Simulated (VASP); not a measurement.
CoO: single point with PBE+U

CoO:

```
Co O
1.0
     0.00000    2.13150    2.13150
     2.13150    0.00000    2.13150
     4.26300    4.26300    0.00000
Co O
2 2
Direct
  0.00000 0.00000 0.00000
  0.00000 0.00000 0.50000
  0.50000 0.50000 0.25000
  0.50000 0.50000 0.75000
```

| Property | Result |
| --- | --- |
| Program | VASP 6.6.1 |
| Task | single point |
| Functional | PBE |
| Potentials or basis | VASP PAW PBE potentials, release 64 (Co, O) |
| Cutoff | 520 eV |
| k mesh | 8 × 8 × 8 |
| Occupations | gaussian, width 0.05 eV |
| Spin | collinear spin, ferromagnetic start |
| Starting moments | [2.54, 2.54, 0.32, 0.32] μB |
| Hubbard terms | Co d U = 1.0 eV |

| Quantity | Value |
| --- | --- |
| Pressure | -1.9 GPa |
| Band gap on the k mesh | zero (filled and empty bands overlap) |
| Net moment | 5.99 μB per cell |
| Site moments | Co +2.65; O +0.30 μB |
| Valence electrons inside the program's atomic spheres | Co 7.79; O 4.99 |

Levels at points of the mesh, in eV from the Fermi level:
Spin up:
```csv
k point,band 16,band 17,band 18,band 19,band 20,band 21
"(0.00, 0.00, 0.00)",-2.10,-0.02,-0.02,1.17,5.24,9.49
"(0.50, 0.00, 0.00)",-2.10,-0.02,-0.02,5.24,5.99,9.49
"(0.00, 0.00, 0.50)",-1.03,-1.03,-1.03,3.87,3.87,11.64
"(0.50, 0.00, 0.50)",-1.54,-1.31,-1.31,7.10,7.10,9.36
```
Spin down:
| k point | band 8 | band 9 | band 10 | band 11 | band 12 | band 13 | band 14 | band 15 | band 16 | band 17 |
| --- | --- | --- | --- | --- | --- | --- | --- | --- | --- | --- |
| (0.00, 0.00, 0.00) | -2.30 | -1.10 | -1.10 | -1.10 | -0.12 | -0.12 | 0.19 | 0.54 | 0.54 | 1.71 |
| (0.50, 0.00, 0.00) | -3.56 | -2.20 | -0.12 | -0.12 | 0.10 | 0.10 | 0.19 | 1.02 | 1.46 | 3.11 |
| (0.00, 0.00, 0.50) | -3.55 | -0.58 | -0.58 | -0.58 | -0.58 | -0.48 | -0.48 | 1.99 | 1.99 | 1.99 |
| (0.50, 0.00, 0.50) | -3.98 | -0.91 | -0.91 | 0.00 | 0.00 | 0.14 | 0.14 | 2.01 | 2.01 | 2.03 |

Eigenvalues of the final occupation matrices:
| site | spin | trace | eigenvalues |
| --- | --- | --- | --- |
| site 1 d | 1 | 4.88 | 0.96 0.96 0.96 1.00 1.00 |
| site 1 d | 2 | 2.27 | 0.17 0.17 0.64 0.64 0.64 |
| site 2 d | 1 | 4.88 | 0.96 0.96 0.96 1.00 1.00 |
| site 2 d | 2 | 2.27 | 0.17 0.17 0.64 0.64 0.64 |

Run time: 2.6 min on 1 thread of Intel(R) Xeon(R) Platinum 8259CL CPU @ 2.50GHz (Skylake/Cascade Lake), with other jobs on the host, peak memory 0.26 GiB.

The state reached can hang on the start; a lower one may exist.
